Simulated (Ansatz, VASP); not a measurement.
# LaAl4Cl3 in VASP and in Ansatz

```
La Al Cl
1.0
     5.33252    0.00000    0.00000
    -2.66626    4.61810    0.00000
     0.00000    0.00000   12.82596
La Al Cl
1 4 3
Direct
  0.00000 0.00000 0.50000
  0.33333 0.66667 0.00000
  0.66667 0.33333 0.00000
  0.33333 0.66667 0.50000
  0.66667 0.33333 0.50000
  0.00000 0.00000 0.00000
  0.00000 0.00000 0.29274
  0.00000 0.00000 0.70726
```

Alike in both runs: functional PBE; k mesh 12 × 12 × 4; occupations gaussian, width 0.1 eV; no spin polarisation.

Ansatz relaxed the structure, and its values are those at the end. VASP's run is a single point on that final structure, the one shown.

|  | VASP | Ansatz |
| --- | --- | --- |
| version | VASP 6.6.1 | Ansatz 0.2.0 |
| potentials or method | VASP PAW PBE potentials, release 64 (La, Al, Cl), cutoff 520 eV | scalar-relativistic, plane waves, PAW |
| valence electrons in the cell | 44 | 44 |

|  | VASP | Ansatz | Ansatz less VASP |
| --- | --- | --- | --- |
| gap on the k mesh at the Fermi level (eV) | none | none | - |
| pressure (GPa) | 0.0 | 0.0 | +0.04 |
| rms of the force components (eV/Å) | 0.004 | 0.001 | -0.0029 |

A gap of «none» marks a metal or a gap that the smearing closes. The functional is the same, so the differences come from potentials, cutoffs and numerics.

Spin-orbit coupling is off throughout.
